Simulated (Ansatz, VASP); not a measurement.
**CdSe in VASP and in Ansatz**

```
Cd Se
1.0
     0.00000    2.86927    2.86927
     2.86927    0.00000    2.86927
     2.86927    2.86927    0.00000
Cd Se
1 1
Direct
  0.00000 0.00000 0.00000
  0.50000 0.50000 0.50000
```

Alike in both runs: functional PBE; k mesh 14 × 14 × 14; occupations fermi-dirac, width 0.08 eV; no spin polarisation.

Ansatz relaxed the structure, and its values are those at the end. VASP's run is a single point on that final structure, the one shown.

|  | VASP | Ansatz |
| --- | --- | --- |
| version | VASP 6.6.1 | Ansatz 0.2.0 |
| potentials or method | VASP PAW PBE potentials, release 64 (Cd, Se) | PAW with Ansatz's default frozen-core files, scalar-relativistic |
| plane-wave cutoff (eV) | 500 | 420 |
| valence electrons in the cell | 18 | 36 |

```tsv
	VASP	Ansatz	Ansatz less VASP
pressure (GPa)	0.3	0.0	-0.32
```

The functional is the same, so the differences come from potentials, cutoffs and numerics. VASP's potentials hold 18 valence electrons a cell and Ansatz's 36, so a difference there can come from the potentials and not from the codes.
